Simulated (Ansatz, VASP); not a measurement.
**Two plane-wave programs on Bi**

```
CELL_PARAMETERS angstrom
4.40283 0.00000 0.00000
-2.20142 3.81296 0.00000
0.00000 0.00000 11.82900
ATOMIC_POSITIONS crystal
Bi 0.33333 0.66667 0.25000
Bi 0.66667 0.33333 0.75000
```

Change from the starting cell: equal xx and yy strain of -3 %, PAW files.

Alike in both runs: task electric field gradients; functional PBE; k mesh 9 × 9 × 3; occupations fermi-dirac, width 0.03 eV; no spin polarisation.

|  | VASP | Ansatz |
| --- | --- | --- |
| version | VASP 6.6.1 | Ansatz 0.2.0 |
| potentials or method | VASP PAW PBE potentials, release 64 (Bi_d) | PAW with Ansatz's default frozen-core files, scalar-relativistic |
| plane-wave cutoff (eV) | 520 | 420 |
| valence electrons in the cell | 30 | 30 |

```tsv
	VASP	Ansatz	Ansatz less VASP
pressure (GPa)	-3.6	-3.6	+0.02
traceless stress, the component that is largest in VASP (GPa)	3.33	3.33	0.000
size of Vzz on the site where it differs most (V/Å²)	124.4	117.3	-7.11
```

Neither program's run includes spin-orbit coupling.
